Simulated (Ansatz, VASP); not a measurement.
## Pt in VASP and in Ansatz

Contents of INCAR:

```
PREC     = Accurate       # precision mode
ENCUT    = 520            # plane-wave cutoff, eV
EDIFF    = 1E-7           # SCF threshold, eV
ISMEAR   = -1             # smearing method
SIGMA    = 0.02           # smearing width, eV
LREAL    = F              # projectors in reciprocal space
LASPH    = T              # aspherical terms in the spheres
NELM     = 60             # most SCF steps
ALGO     = Fast           # electronic algorithm
ISIF     = 2              # what is computed and relaxed
LWAVE    = F              # write WAVECAR
LCHARG   = T              # write CHGCAR
GGA      = PE             # functional
LELF     = T              # ELF
LVHAR    = T            
NBANDS   = 11             # bands
```

KPOINTS

```
Automatic mesh
0
Gamma
  24 24 24
```

Contents of POSCAR:

```
Pt
1.0
    0.0000000000      1.8424544409      2.2109453291
    1.8424544409      0.0000000000      2.2109453291
    1.8424544409      1.8424544409      0.0000000000
Pt
1
Direct
    0.0000000000      0.0000000000      0.0000000000
```

Input for Ansatz:

```yaml
crystal:
  lattice:
    - [0.0, 1.8424544409, 2.2109453291]
    - [1.8424544409, 0.0, 2.2109453291]
    - [1.8424544409, 1.8424544409, 0.0]
  atoms:
    - { symbol: Pt, position: [0.0, 0.0, 0.0] }
basis:
  ecutwfc: 420
kpoints:
  mp_grid: { grid: [24, 24, 24] }
hamiltonian:
  xc: pbe
scf:
  occupations: { method: fermi_dirac, width: 0.02 }
output:
  forces: true
  stress: true
  eigenvalues: true
```

Alike in both runs: task single point; functional PBE; k mesh 24 × 24 × 24; occupations fermi-dirac, width 0.02 eV; no spin polarisation.

|  | VASP | Ansatz |
| --- | --- | --- |
| version | VASP 6.6.1 | Ansatz 0.2.0 |
| potentials or method | VASP PAW PBE potentials, release 64 (Pt), cutoff 520 eV | scalar-relativistic, plane waves, PAW |
| valence electrons in the cell | 10 | 18 |

|  | VASP | Ansatz | Ansatz less VASP |
| --- | --- | --- | --- |
| gap on the k mesh at the Fermi level (eV) | none | none | - |
| pressure (GPa) | 16.3 | 16.8 | +0.56 |
| traceless stress, the component that is largest in VASP (GPa) | -19.78 | -19.94 | -0.167 |

A gap of «none» marks a metal or a gap that the smearing closes. With one functional, cell and mesh, what is left measures potentials, basis and numerics. VASP's potentials hold 10 valence electrons a cell and Ansatz's 18, so a difference there can come from the potentials and not from the codes.

Neither program's run includes spin-orbit coupling.
